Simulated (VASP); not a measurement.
The system is Sn2Te.

```
Sn Te
1.0
     0.00000    4.96113    5.26510
     2.85316    0.00000    5.26510
     2.85316    4.96113    0.00000
Sn Te
4 2
Cartesian
  1.4266 0.7938 2.6326
  1.4266 4.1673 2.6326
  2.8532 1.6868 5.2651
  2.8532 8.2355 5.2651
  4.2797 7.4417 7.8977
  2.8532 4.9611 5.2651
```

The cell was generated, and may not be a known phase.

| Property | Result |
| --- | --- |
| Program | VASP 6.6.1 |
| Task | relaxation of cell and atoms |
| Functional | PBE |
| Potentials or basis | VASP PAW PBE potentials, release 64 (Sn_d, Te) |
| Cutoff | 600 eV |
| k mesh | 4 × 4 × 4 |
| Occupations | gaussian, width 0.2 eV |
| Spin | no spin polarisation |

At the start: pressure 11.0 GPa; volume 24.84 Å³/atom.

Question: How do energy, volume and symmetry change on relaxing?

Answer: Over 8 steps the energy falls by 141.1 meV/atom and the volume is 29.10 Å³/atom (+17.1 %); space group Fddd (No. 70, to 0.1 Å) before and after.

Step by step:
```
step  energy change (eV)  largest force (eV/Å)  pressure (GPa)  volume (Å³)
   1              0.0000                0.0131           11.01       149.05
   2             -0.6805                0.0848           -2.99       188.87
   3             -0.8181                0.0572           -0.06       175.00
   4             -0.8181                0.0586           -0.17       175.55
   5             -0.8273                0.0531           -0.13       175.23
   6             -0.8379                0.0425            0.00       174.58
   7             -0.8390                0.0364            0.10       174.24
   8             -0.8464                0.0370            0.06       174.62
```

Final structure:
```
CELL_PARAMETERS angstrom
0.00000 5.00501 5.57947
3.12648 0.00000 5.57947
3.12648 5.00501 0.00000
ATOMIC_POSITIONS crystal
Sn 0.07852 0.42148 0.07852
Sn 0.42148 0.07852 0.42148
Sn 0.17148 0.82852 0.17148
Sn 0.82852 0.17148 0.82852
Te 0.75000 0.75000 0.75000
Te 0.50000 0.50000 0.50000
```

Caveat: the volume moved by over 15 % at a fixed basis, so the end points are rough; the relaxation stopped at a loose force limit of 0.08 eV/Å, so its end isn't a converged minimum.
